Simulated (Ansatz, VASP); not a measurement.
**One calculation of CdTe, two programs**

Contents of POSCAR:

```
CdTe
1.0
    0.0000000000      2.9788242989      2.9788242989
    2.9788242989      0.0000000000      2.9788242989
    2.9788242989      2.9788242989      0.0000000000
Cd Te
1 1
Direct
    0.0000000000      0.0000000000      0.0000000000
    0.5000000000      0.5000000000      0.5000000000
```

INCAR.step1

```
PREC = Accurate ; ENCUT = 520
ISMEAR = -1 ; SIGMA = 0.05
LREAL = False ; LASPH = True
NELM = 100 ; NBANDS = 16
GGA = PE ; ALGO = Normal
EDIFF = 1E-4 ; LWAVE = True
LCHARG = False
```

INCAR.step2

```
PREC = Accurate ; ENCUT = 520
EDIFF = 1E-7 ; ISMEAR = -1
SIGMA = 0.05 ; LREAL = False
LASPH = True ; NELM = 100
ALGO = Normal ; ISIF = 2
LWAVE = False ; LCHARG = False
METAGGA = R2SCAN ; LMIXTAU = True
NBANDS = 16 ; ISTART = 1
```

The input KPOINTS:

```
regular mesh
0
Gamma
  13 13 13
```

Input for Ansatz:

```yaml
crystal:
  lattice:
    - [0.0, 2.9788242989, 2.9788242989]
    - [2.9788242989, 0.0, 2.9788242989]
    - [2.9788242989, 2.9788242989, 0.0]
  atoms:
    - { symbol: Cd, position: [0.0, 0.0, 0.0] }
    - { symbol: Te, position: [0.5, 0.5, 0.5] }
kpoints:
  mp_grid: { grid: [13, 13, 13] }
scf:
  occupations: { method: fermi_dirac, width: 0.05 }
hamiltonian:
  xc: r2scan
  pseudopotentials: { kind: paw }
output:
  forces: true
  stress: true
  eigenvalues: true
  populations: true
```

Change from the starting cell: volume scaled by 0.94, PAW files.

Alike in both runs: task single point; functional r2SCAN; k mesh 13 × 13 × 13; occupations fermi-dirac, width 0.05 eV; no spin polarisation.

```csv
,VASP,Ansatz
version,VASP 6.6.1,Ansatz 0.2.0
potentials or method,"VASP PAW PBE potentials, release 64 (Cd, Te)","PAW with Ansatz's default frozen-core files, scalar-relativistic"
plane-wave cutoff (eV),520,500
valence electrons in the cell,18,36
```

Ansatz gave:

- pressure (GPa): 3.9

**Question.** What did VASP give for the same quantities?

**Answer.** Pressure (GPa): 4.1.

VASP's potentials were made for PBE, not for r2SCAN. VASP's potentials hold 18 valence electrons a cell and Ansatz's 36, so a difference there can come from the potentials and not from the codes.

Neither program's run includes spin-orbit coupling.
